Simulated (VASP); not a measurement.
# TaF3 (Pm-3m) in VASP: a series of runs, part 2 of 2

VASP 6.6.1.

**4. Single point, PBE+U**

This run uses another cell than the first one, of 17.94 Å³/atom, 1.209 times its volume.

INCAR reads:

```
PREC     = Accurate       # precision mode
ENCUT    = 600            # plane-wave cutoff, eV
EDIFF    = 1E-6           # SCF threshold, eV
ISMEAR   = -1             # smearing method
SIGMA    = 0.05           # smearing width, eV
LREAL    = F              # projectors in reciprocal space
LASPH    = T              # aspherical terms in the spheres
NELM     = 200            # most SCF steps
ALGO     = Normal         # electronic algorithm
ISIF     = 2              # what is computed and relaxed
LWAVE    = F              # write WAVECAR
LCHARG   = F              # write CHGCAR
LMAXMIX  = 4              # l up to which the mixer works
LDAU     = T              # DFT+U
LDAUTYPE = 2            
LDAUL    = 2 -1           # shell
LDAUU    = 5 0            # U, eV
LDAUJ    = 0 0          
LDAUPRINT= 1            
GGA      = PE             # functional
NBANDS   = 25             # bands
GGA_COMPAT= F
```

KPOINTS reads:

```
regular mesh
0
Gamma
  7 7 7
```

POSCAR reads:

```
TaF3
1.0
    4.1557405207      0.0000000000      0.0000000000
    0.0000000000      4.1557405207      0.0000000000
    0.0000000000      0.0000000000      4.1557405207
Ta F
1 3
Direct
    0.0000000000      0.0000000000      0.0000000000
    0.0000000000      0.0000000000      0.5000000000
    0.0000000000      0.5000000000      0.0000000000
    0.5000000000      0.0000000000      0.0000000000
```

Potentials or basis: VASP PAW PBE potentials, release 64 (Ta_sv_GW, F).

Command:

```sh
$ cat potpaw_PBE.64/Ta_sv_GW/POTCAR potpaw_PBE.64/F/POTCAR > POTCAR
$ mpirun -np 1 vasp_std > vasp.out
```

OUTCAR:

```text
PREC = Accurate
   ENCUT = 600
   EDIFF = 1E-6
   ISMEAR = -1
   LREAL = F
   LASPH = T
   NELM = 200
   ISIF = 2
   GGA = PE

 ion  position               nearest neighbor table
   1  0.000  0.000  0.000-   2 2.08   3 2.08   4 2.08   2 2.08   3 2.08   4 2.08
   2  0.000  0.000  0.500-   1 2.08   1 2.08
   3  0.000  0.500  0.000-   1 2.08   1 2.08
   4  0.500  0.000  0.000-   1 2.08   1 2.08

  LATTYP: Found a simple cubic cell.
 ALAT       =     4.1557405207

  Lattice vectors:

 A1 = (   4.1557405207,   0.0000000000,   0.0000000000)
 A2 = (   0.0000000000,   4.1557405207,   0.0000000000)
 A3 = (   0.0000000000,   0.0000000000,   4.1557405207)

Analysis of symmetry for initial positions (statically):
=====================================================================
 Subroutine PRICEL returns:
 Original cell was already a primitive cell.

 Routine SETGRP: Setting up the symmetry group for a
 simple cubic supercell.

 Subroutine GETGRP returns: Found 48 space group operations
 (whereof 48 operations were pure point group operations)
 out of a pool of 48 trial point group operations.

The static configuration has the point symmetry O_h .

Analysis of symmetry for dynamics (positions and initial velocities):
=====================================================================
 Subroutine PRICEL returns:
 Original cell was already a primitive cell.

 Routine SETGRP: Setting up the symmetry group for a
 simple cubic supercell.

 Subroutine GETGRP returns: Found 48 space group operations
 (whereof 48 operations were pure point group operations)
 out of a pool of 48 trial point group operations.

The dynamic configuration has the point symmetry O_h .

 Subroutine INISYM returns: Found 48 space group operations
 (whereof 48 operations are pure point group operations),
 and found     1 'primitive' translations

----------------------------------------------------------------------------------------

                                     Primitive cell

  volume of cell :      71.7704

  direct lattice vectors                    reciprocal lattice vectors
     4.155740521  0.000000000  0.000000000     0.240631001  0.000000000  0.000000000
     0.000000000  4.155740521  0.000000000     0.000000000  0.240631001  0.000000000
     0.000000000  0.000000000  4.155740521     0.000000000  0.000000000  0.240631001

  length of vectors
     4.155740521  4.155740521  4.155740521     0.240631001  0.240631001  0.240631001

  position of ions in fractional coordinates (direct lattice)
     0.000000000  0.000000000  0.000000000
     0.000000000  0.000000000  0.500000000
     0.000000000  0.500000000  0.000000000
     0.500000000  0.000000000  0.000000000

  ion indices of the primitive-cell ions
   primitive index   ion index
                 1           1
                 2           2
                 3           3
[... 84 lines left out ...]
   EFERMI_NEDOS =   21; number of points for ismear=-14 and -15
   IALGO  =     38    algorithm
   IMIX   =      4    mixing-type and parameters
     AMIX     =   0.40;   BMIX     =  1.00
     AMIX_MAG =   1.60;   BMIX_MAG =  1.00
  volume/ion in A,a.u.               =      17.94       121.08
  Fermi-wavevector in a.u.,A,eV,Ry     =   1.276202  2.411672 22.159690  1.628691
  Thomas-Fermi vector in A             =   2.408871
   LORBIT       =      0    0 simple, 1 ext, 2 COOP (PROOUT), +10 PAW based schemes
 LDA+U is selected, type is set to LDAUTYPE =  2
   angular momentum for each species LDAUL =     2   -1
   U (eV)           for each species LDAUU =   5.0  0.0
   J (eV)           for each species LDAUJ =   0.0  0.0
   GGA     = PE    functional components
   LHFCALC =     F    Hartree Fock is set to
   AEXX    =    0.0000 exact exchange contribution
   IVDW    =     0    specifies the selected vdW correction
   LEPSILON=     F    determine dielectric tensor
   LRPA    =     F    only Hartree local field effects (RPA)
 non-spin polarized calculation
  energy-cutoff  :      600.00
  volume of cell :       71.77
 maximum number of plane-waves:      2417
 NGX is ok and might be reduce to    36
   NGX = 17   NGY = 17   NGZ = 17

atom =   1  type =  1  l = 2

 onsite density matrix

spin component  1

  0.2802  0.0000  0.0000  0.0000 -0.0000
  0.0000  0.2802  0.0000  0.0000 -0.0000
  0.0000  0.0000  0.1182  0.0000  0.0000
  0.0000  0.0000  0.0000  0.2802  0.0000
 -0.0000 -0.0000  0.0000  0.0000  0.1182

spin component  2

  0.2802  0.0000  0.0000  0.0000 -0.0000
  0.0000  0.2802  0.0000  0.0000 -0.0000
  0.0000  0.0000  0.1182  0.0000  0.0000
  0.0000  0.0000  0.0000  0.2802  0.0000
 -0.0000 -0.0000  0.0000  0.0000  0.1182

 occupancies and eigenvectors

  o =  0.1182  v =  0.0000  0.0000 -0.9999  0.0000 -0.0124  0.0000  0.0000  0.0000  0.0000  0.0000      0.0000  0.0000  0.0000  0.0000  0.0000  0.0000  0.0000  0.0000  0.0000  0.0000
  o =  0.1182  v =  0.0000  0.0000  0.0000  0.0000  0.0000  0.0000  0.0000 -0.9999  0.0000 -0.0124      0.0000  0.0000  0.0000  0.0000  0.0000  0.0000  0.0000  0.0000  0.0000  0.0000
  o =  0.1182  v =  0.0000  0.0000  0.0124 -0.0000 -0.9999  0.0000  0.0000  0.0000  0.0000  0.0000      0.0000  0.0000  0.0000  0.0000  0.0000  0.0000  0.0000  0.0000  0.0000  0.0000
  o =  0.1182  v =  0.0000  0.0000  0.0000  0.0000  0.0000  0.0000  0.0000  0.0124 -0.0000 -0.9999      0.0000  0.0000  0.0000  0.0000  0.0000  0.0000  0.0000  0.0000  0.0000  0.0000
  o =  0.2802  v =  0.0000  0.0000  0.0000  0.0000  0.0000  1.0000  0.0000  0.0000  0.0000  0.0000      0.0000  0.0000  0.0000  0.0000  0.0000  0.0000  0.0000  0.0000  0.0000  0.0000
  o =  0.2802  v =  1.0000  0.0000  0.0000  0.0000  0.0000  0.0000  0.0000  0.0000  0.0000  0.0000      0.0000  0.0000  0.0000  0.0000  0.0000  0.0000  0.0000  0.0000  0.0000  0.0000
  o =  0.2802  v =  0.0000  0.0000  0.0000  0.0000  0.0000  0.0000 -0.8078  0.0000 -0.5895 -0.0000      0.0000  0.0000  0.0000  0.0000  0.0000  0.0000  0.0000  0.0000  0.0000  0.0000
  o =  0.2802  v =  0.0000 -0.8078  0.0000 -0.5895 -0.0000  0.0000  0.0000  0.0000  0.0000  0.0000      0.0000  0.0000  0.0000  0.0000  0.0000  0.0000  0.0000  0.0000  0.0000  0.0000
  o =  0.2802  v =  0.0000  0.5895  0.0000 -0.8078  0.0000  0.0000  0.0000  0.0000  0.0000  0.0000      0.0000  0.0000  0.0000  0.0000  0.0000  0.0000  0.0000  0.0000  0.0000  0.0000
  o =  0.2802  v =  0.0000  0.0000  0.0000  0.0000  0.0000  0.0000  0.5895  0.0000 -0.8078  0.0000      0.0000  0.0000  0.0000  0.0000  0.0000  0.0000  0.0000  0.0000  0.0000  0.0000

 number of electron      34.0000012 magnetization

 Free energy of the ion-electron system (eV)
  ---------------------------------------------------
  ext. energy  EPLUGINS =         0.00000000
  ---------------------------------------------------
  free energy    TOTEN  =       -25.11073594 eV

  energy without entropy =      -25.07083891  energy(sigma->0) =      -25.09078742

 E-fermi :   4.7270     XC(G=0):  -8.3298

 val. band max:        4.7207740168   @ k =   0.2857   0.1429   0.1429
 cond. band min:       4.7418963274   @ k =   0.2857   0.2857   0.1429
 fundamental gap:      0.0211223106
 Fermi energy:         4.7270425676

 k-point     1 :       0.0000    0.0000    0.0000
  band No.  band energies     occupation
      1     -66.6967      2.00000
      2     -33.1909      2.00000
      3     -33.1909      2.00000
      4     -33.1909      2.00000
      5     -23.0654      2.00000
      6     -22.7422      2.00000
[... 549 lines left out ...]
     24      11.3120      0.00000
     25      11.3120      0.00000

------------------------ aborting loop because EDIFF is reached ----------------------------------------

  FORCE on cell =-STRESS in cart. coord.  units (eV):
  Direction    XX          YY          ZZ          XY          YZ          ZX
  --------------------------------------------------------------------------------------
  -------------------------------------------------------------------------------------
  Total        0.7035053      0.7035053      0.7035053      0.0000000     -0.0000000     -0.0000000
  in kB       15.7048101     15.7048101     15.7048101      0.0000000     -0.0000000     -0.0000000
  external PRESSURE =      15.7048101 kB  Pullay stress =       0.0000000 kB

 VOLUME and BASIS-vectors are now :
 -----------------------------------------------------------------------------
  energy-cutoff  :      600.00
  volume of cell :       71.77
      direct lattice vectors                 reciprocal lattice vectors
     4.155740521  0.000000000  0.000000000     0.240631001  0.000000000  0.000000000
     0.000000000  4.155740521  0.000000000     0.000000000  0.240631001  0.000000000
     0.000000000  0.000000000  4.155740521     0.000000000  0.000000000  0.240631001

 POSITION                                       TOTAL-FORCE (eV/Angst)
 -----------------------------------------------------------------------------------
      0.00000      0.00000      0.00000         0.000000      0.000000      0.000000
      0.00000      0.00000      2.07787         0.000000      0.000000      0.000000
      0.00000      2.07787      0.00000         0.000000      0.000000      0.000000
      2.07787      0.00000      0.00000         0.000000      0.000000      0.000000
 -----------------------------------------------------------------------------------
    total drift:                                0.000000      0.000000     -0.000000

  FREE ENERGIE OF THE ION-ELECTRON SYSTEM (eV)
  ---------------------------------------------------
  free  energy   TOTEN  =       -25.1107359354 eV

  energy  without entropy=      -25.0708389107  energy(sigma->0) =      -25.09078742
```

Run time: 31 s. Hardware: 1 thread of AMD EPYC 9R45 (Zen 5), shared host; peak memory 0.19 GiB.

What came out:

| Item | Value |
| --- | --- |
| Free energy | -25.1107 eV |
| Pressure | 1.6 GPa |
| Band gap on the k mesh | zero (band 17 reaches 5.85 eV, above the bottom of band 18 at 3.88 eV) |

Eigenvalues of the final occupation matrices:
| site | spin | trace | eigenvalues |
| --- | --- | --- | --- |
| site 1 d | 1 | 1.08 | 0.12 0.12 0.28 0.28 0.28 |
| site 1 d | 2 | 1.08 | 0.12 0.12 0.28 0.28 0.28 |

Caveat: spin-orbit coupling is left out, which moves the levels of the heavy elements; U without spin polarisation on a metal has little footing.

**5. Single point, PBE+U**

This run uses another cell than the first one, of 18.03 Å³/atom, 1.215 times its volume.

INCAR reads:

```
  ALGO = Normal
  EDIFF = 1E-6
  ENCUT = 600
  GGA = PE
  GGA_COMPAT = F
  ISIF = 2
  ISMEAR = -1
  LASPH = T
  LCHARG = T
  LDAU = T
  LDAUJ = 0 0
  LDAUL = 2 -1
  LDAUPRINT = 1
  LDAUTYPE = 2
  LDAUU = 6 0
  LELF = T
  LMAXMIX = 4
  LREAL = F
  LVHAR = T
  LWAVE = F
  NBANDS = 25
  NELM = 200
  PREC = Accurate
  SIGMA = 0.05
```

KPOINTS reads:

```
k-points
0
Gamma
  7 7 7
```

POSCAR reads:

```
TaF3
1.0
    4.1626376095      0.0000000000      0.0000000000
    0.0000000000      4.1626376095      0.0000000000
    0.0000000000      0.0000000000      4.1626376095
Ta F
1 3
Direct
    0.0000000000      0.0000000000      0.0000000000
    0.0000000000      0.0000000000      0.5000000000
    0.0000000000      0.5000000000      0.0000000000
    0.5000000000      0.0000000000      0.0000000000
```

Command:

```sh
$ cat potpaw_PBE.64/Ta_sv_GW/POTCAR potpaw_PBE.64/F/POTCAR > POTCAR
$ mpirun -np 1 vasp_std > vasp.out
```

It took 22 s on 1 thread of Intel Xeon 6975P-C (Granite Rapids), shared host; peak memory 0.22 GiB.

It converged, with:

* Free energy: -24.3090 eV
* Pressure: 1.8 GPa
* Band gap on the k mesh: zero (band 17 reaches 5.86 eV, above the bottom of band 18 at 3.91 eV)

Levels at points of the mesh, in eV from the Fermi level:
```csv
k point,band 15,band 16,band 17,band 18,band 19,band 20
"(0.00, 0.00, 0.00)",-8.24,-8.24,-0.83,-0.83,-0.83,-0.60
```

Eigenvalues of the final occupation matrices:
| site | spin | trace | eigenvalues |
| --- | --- | --- | --- |
| site 1 d | 1 | 1.05 | 0.11 0.11 0.27 0.27 0.27 |
| site 1 d | 2 | 1.05 | 0.11 0.11 0.27 0.27 0.27 |

Caveat: spin-orbit coupling is left out, which moves the levels of the heavy elements; U without spin polarisation on a metal has little footing.

**6. Single point, PBE+U**

This run uses another cell than the first one, of 18.23 Å³/atom, 1.228 times its volume.

INCAR reads:

```
SYSTEM = TaF3
ALGO = Normal ; EDIFF = 1E-6
ENCUT = 600 ; GGA = PE
GGA_COMPAT = .FALSE. ; ISIF = 2
ISMEAR = -1 ; LASPH = .TRUE.
LCHARG = .FALSE. ; LDAU = .TRUE.
LDAUJ = 0 0 ; LDAUL = 2 -1
LDAUPRINT = 1 ; LDAUTYPE = 2
LDAUU = 8 0 ; LMAXMIX = 4
LREAL = .FALSE. ; LWAVE = .FALSE.
NBANDS = 25 ; NELM = 200
PREC = Accurate ; SIGMA = 0.05
```

KPOINTS reads:

```
k-points
0
G
  7 7 7
  0 0 0
```

POSCAR reads:

```
TaF3
1.0
    4.1775069525      0.0000000000      0.0000000000
    0.0000000000      4.1775069525      0.0000000000
    0.0000000000      0.0000000000      4.1775069525
Ta F
1 3
Direct
    0.0000000000      0.0000000000      0.0000000000
    0.0000000000      0.0000000000      0.5000000000
    0.0000000000      0.5000000000      0.0000000000
    0.5000000000      0.0000000000      0.0000000000
```

Potentials or basis: VASP PAW PBE potentials, release 64 (Ta_sv_GW, F).

Command:

```sh
$ cat potpaw_PBE.64/Ta_sv_GW/POTCAR potpaw_PBE.64/F/POTCAR > POTCAR
$ mpirun -np 1 vasp_std > vasp.out
```

It took 55 s on 1 thread of Intel Xeon Platinum 8375C at 2.90GHz (Ice Lake), shared host; peak memory 0.22 GiB.

The run converged. Its results:

```yaml
Free_energy: -22.7498 eV
Pressure: 2.3 GPa
Band_gap_on_the_k_mesh: zero (band 17 reaches 5.90 eV, above the bottom of band 18 at 4.00 eV)
```

Levels at points of the mesh, in eV from the Fermi level:
```tsv
k point	band 13	band 14	band 15	band 16	band 17	band 18	band 19	band 20	band 21	band 22
(0.00, 0.00, 0.00)	-8.40	-8.31	-8.31	-8.31	-0.80	-0.80	-0.80	-0.79	2.80	2.80
```

Eigenvalues of the final occupation matrices:
```tsv
site	spin	trace	eigenvalues
site 1 d	1	1.01	0.10 0.10 0.27 0.27 0.27
site 1 d	2	1.01	0.10 0.10 0.27 0.27 0.27
```

Caveat: spin-orbit coupling is left out, which moves the levels of the heavy elements; U without spin polarisation on a metal has little footing.

**7. Overview**

| task | potentials or basis | U | cell | second run | gap on the mesh (eV) | pressure (GPa) |
| --- | --- | --- | --- | --- | --- | --- |
| relaxation of cell and atoms | VASP PAW PBE potentials, release 64 (Ta_pv, F) | Ta d U = 6.0 eV | relaxed from a = 3.901 Å, 4 atoms | - | none | -0.1 |
| single point | VASP PAW PBE potentials, release 64 (Ta_sv_GW, F) | Ta d U = 8.0 eV | a = 4.178 Å, 4 atoms | valence_matched | none | 2.3 |
| single point | VASP PAW PBE potentials, release 64 (Ta_sv_GW, F) | Ta d U = 5.0 eV | a = 4.156 Å, 4 atoms | valence_matched | none | 1.6 |
| single point | VASP PAW PBE potentials, release 64 (Ta_sv_GW, F) | Ta d U = 6.0 eV | a = 4.163 Å, 4 atoms | valence_matched | none | 1.8 |

Alike in all rows: level PBE+U; no spin polarisation; k mesh 7 × 7 × 7; cutoff (eV) 600; smearing fermi-dirac 0.05 eV.

Caveats: spin-orbit coupling is left out, which moves the levels of the heavy elements; U without spin polarisation on a metal has little footing; the electronic state changed during the relaxation (some runs); the volume moved by over 15 % at a fixed basis, so the end points are rough (some runs); the volume moved by +24 % from the deposited cell, more than functionals usually miss (some runs).

Absolute energies hang on the potentials; compare differences alone.
